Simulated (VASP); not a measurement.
Runs of VASP 6.6.1 on ZnSnN2. The structure is that of space group P-4m2 (No. 115), or close to it. The cells are those of the table. 

```tsv
task	level	potentials or basis	cell	k mesh	cutoff (eV)	gap on the mesh (eV)	pressure (GPa)	relaxed volume (Å³/atom)	largest force (eV/Å)
single point	LDA	VASP PAW LDA potentials, release 64 (Zn, N, Sn_d)	a = 3.350, b = 3.350, c = 4.624 Å, 4 atoms	6 × 6 × 6	520	0.07	(a)	-	0.02
single point	r2SCAN	VASP PAW PBE potentials, release 64 (Zn, N, Sn_d)	a = 3.382, b = 3.382, c = 4.700 Å, 4 atoms	8 × 8 × 6	520	0.34	0.5	-	(b)
relaxation of cell and atoms	r2SCAN	VASP PAW PBE potentials, release 64 (Zn, N, Sn_d)	relaxed from a = 3.414, b = 3.414, c = 4.764 Å, 4 atoms	6 × 6 × 6	600	(c)	0.0	13.49	-
relaxation of cell and atoms	LDA	VASP PAW LDA potentials, release 64 (Zn, N, Sn_d)	relaxed from a = 3.414, b = 3.414, c = 4.764 Å, 4 atoms	6 × 6 × 6	600	0.07	0.0	13.02	-
relaxation of cell and atoms	PBEsol	VASP PAW PBE potentials, release 64 (Zn, N, Sn_d)	relaxed from a = 3.414, b = 3.414, c = 4.764 Å, 4 atoms	6 × 6 × 6	600	-	0.0	13.38	-
```

Alike in all rows: no spin polarisation; smearing fermi-dirac 0.02 eV.

**Question.** Estimate the missing entries.

**Answer.** (a) 0.6; (b) 0.01; (c) 0.33.

Caveats: spin-orbit coupling is left out, which moves the levels of the heavy elements; the PAW data sets were made with another functional, which shifts forces and pressure a little (some runs).

A k mesh can miss the band edges, and the runs leave out spin-orbit coupling on Sn.
